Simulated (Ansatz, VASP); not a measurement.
# One calculation of LaMn3, two programs

INCAR

```
SYSTEM = LaMn3
ALGO     = Fast           ! electronic algorithm
EDIFF    = 1E-6           ! SCF threshold, eV
ENCUT    = 520            ! plane-wave cutoff, eV
GGA      = PE             ! functional
ISIF     = 2              ! what is computed and relaxed
ISMEAR   = 0              ! smearing method
ISPIN    = 2              ! spin polarisation
LASPH    = .TRUE.         ! aspherical terms in the spheres
LCHARG   = .FALSE.        ! write CHGCAR
LMAXMIX  = 6              ! l up to which the mixer works
LORBIT   = 11             ! projections on sites
LREAL    = .FALSE.        ! projectors in reciprocal space
LWAVE    = .FALSE.        ! write WAVECAR
MAGMOM   = 0 3.56 3.56 3.56 ! initial moments
NBANDS   = 37             ! bands
NELM     = 150            ! most SCF steps
PREC     = Accurate       ! precision mode
SIGMA    = 0.05           ! smearing width, eV
```

Contents of KPOINTS:

```
k-points
0
G
  8 8 8
  0 0 0
```

POSCAR

```
LaMn3
1.0
    4.1367897977      0.0000000000      0.0000000000
    0.0000000000      4.1367897977      0.0000000000
    0.0000000000      0.0000000000      4.1367897977
La Mn
1 3
Direct
    0.0000000000      0.0000000000      0.0000000000
    0.0000000000      0.5000000000      0.5000000000
    0.5000000000      0.5000000000      0.0000000000
    0.5000000000      0.0000000000      0.5000000000
```

Input for Ansatz:

```yaml
crystal:
  lattice:
    - [4.1367897977, 0.0, 0.0]
    - [0.0, 4.1367897977, 0.0]
    - [0.0, 0.0, 4.1367897977]
  atoms:
    - { symbol: La, position: [0.0, 0.0, 0.0] }
    - { symbol: Mn, position: [0.0, 0.5, 0.5], spin: 3.56 }
    - { symbol: Mn, position: [0.5, 0.5, 0.0], spin: 3.56 }
    - { symbol: Mn, position: [0.5, 0.0, 0.5], spin: 3.56 }
basis:
  ecutwfc: 420
  ecutrho_ratio: 4
kpoints:
  mp_grid: { grid: [8, 8, 8] }
hamiltonian:
  xc: pbe
scf:
  occupations: { method: gaussian, width: 0.05 }
output:
  forces: true
  stress: true
  eigenvalues: true
  populations: true
magnetization:
  spin_polarized: true
```

Alike in both runs: task single point; functional PBE; k mesh 8 × 8 × 8; occupations gaussian, width 0.05 eV; collinear spin.

|  | VASP | Ansatz |
| --- | --- | --- |
| version | VASP 6.6.1 | Ansatz 0.2.0 |
| potentials or method | VASP PAW PBE potentials, release 64 (La, Mn_pv), cutoff 520 eV | scalar-relativistic, plane waves, PAW |
| valence electrons in the cell | 50 | 56 |

|  | VASP | Ansatz | Ansatz less VASP |
| --- | --- | --- | --- |
| gap on the k mesh at the Fermi level (eV) | none | none | - |
| pressure (GPa) | 1.4 | 1.3 | -0.08 |
| net moment per atom (μB) | 2.34 | 2.34 | +0.001 |
| size of the moment on the site where the two differ most (μB) | 0.22 | 0.14 | -0.075 |

Site moments also hang on the region over which each program counts them. A gap of «none» marks a metal or a gap that the smearing closes. VASP's potentials hold 50 valence electrons a cell and Ansatz's 56, so a difference there can come from the potentials and not from the codes.

Spin-orbit coupling is off throughout.
